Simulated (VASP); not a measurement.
A run of VASP 6.6.1 is set up as follows.

Contents of INCAR:

```
SYSTEM = MoS2
PREC     = Accurate       ! precision mode
ENCUT    = 520            ! plane-wave cutoff, eV
EDIFF    = 1E-6           ! SCF threshold, eV
ISMEAR   = 0              ! smearing method
SIGMA    = 0.1            ! smearing width, eV
LREAL    = .FALSE.        ! projectors in reciprocal space
LASPH    = .TRUE.         ! aspherical terms in the spheres
NELM     = 80             ! most SCF steps
ALGO     = Normal         ! electronic algorithm
ISIF     = 2              ! what is computed and relaxed
LWAVE    = .FALSE.        ! write WAVECAR
LCHARG   = .FALSE.        ! write CHGCAR
GGA      = PE             ! functional
NBANDS   = 20             ! bands
```

Contents of KPOINTS:

```
Automatic mesh
0
G
  15 15 6
  0 0 0
```

Contents of POSCAR:

```
MoS2
1.0
    3.1944367216      0.0000000000      0.0000000000
   -1.5972183608      2.7664633516      0.0000000000
    0.0000000000      0.0000000000      6.9450085544
Mo S
1 2
Direct
    0.0000000000      0.0000000000      0.0000000000
    0.6666666667      0.3333333333      0.7721258274
    0.3333333333      0.6666666667      0.2278741726
```

Potentials or basis: VASP PAW PBE potentials, release 64 (Mo_sv, S).

Command:

```sh
$ cat potpaw_PBE.64/Mo_sv/POTCAR potpaw_PBE.64/S/POTCAR > POTCAR
$ mpirun -np 1 vasp_std > vasp.out
```

Estimate the band gap on the k mesh.

zero (bands 13 and 14 overlap by 0.83 eV).

Estimate the pressure.

-0.1 GPa.

Forces on the atoms (eV/Å):
```
Mo   0.000  0.000  0.000
S    0.000  0.000  0.004
S    0.000  0.000 -0.004
```

Caveat: this functional lacks dispersion, which binds layers or chains, so the pressure and a relaxed spacing across them are unreliable.
